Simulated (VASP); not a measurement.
InSb3: single point with PBE

Crystal: InSb3.

```
CELL_PARAMETERS angstrom
4.80637 0.00000 0.00000
0.00000 4.80637 0.00000
0.00000 0.00000 4.80637
ATOMIC_POSITIONS crystal
In 0.00000 0.00000 0.00000
Sb 0.50000 0.00000 0.50000
Sb 0.00000 0.50000 0.50000
Sb 0.50000 0.50000 0.00000
```

* Program: VASP 6.6.1
* Task: single point
* Functional: PBE
* Potentials or basis: VASP PAW PBE potentials, release 64 (In_d, Sb)
* Cutoff: 520 eV
* k mesh: 4 × 4 × 4
* Occupations: gaussian, width 0.1 eV
* Spin: no spin polarisation
* Dipole correction: no
* Further INCAR settings: ALGO = Normal; EDIFF = 1e-07; NBANDS = 22

```
Pressure               : 0.4 GPa
Band gap on the k mesh : zero (bands 14 and 15 overlap by 4.59 eV)
```

Levels at points of the mesh, in eV from the Fermi level:
| k point | band 10 | band 11 | band 12 | band 13 | band 14 | band 15 | band 16 | band 17 | band 18 | band 19 |
| --- | --- | --- | --- | --- | --- | --- | --- | --- | --- | --- |
| (0.00, 0.00, 0.00) | -4.07 | -4.07 | -3.40 | 0.67 | 0.67 | 0.67 | 1.93 | 1.93 | 1.93 | 4.94 |
| (0.50, 0.00, 0.00) | -2.69 | -2.69 | -1.88 | -1.88 | -0.88 | -0.65 | 2.20 | 2.38 | 2.38 | 2.63 |
| (0.50, 0.50, 0.00) | -2.27 | -1.41 | -1.41 | -1.15 | -0.89 | -0.89 | -0.26 | 1.25 | 3.47 | 3.69 |
| (0.50, 0.50, 0.50) | -4.75 | -4.75 | -4.75 | -4.61 | 3.70 | 3.70 | 3.80 | 3.80 | 3.80 | 6.57 |

Run time: 9.9 s on 1 thread of Intel(R) Xeon(R) 6975P-C (Granite Rapids) (shared host), peak memory 0.21 GiB.

Caveat: spin-orbit coupling is left out, which moves the levels of the heavy elements.
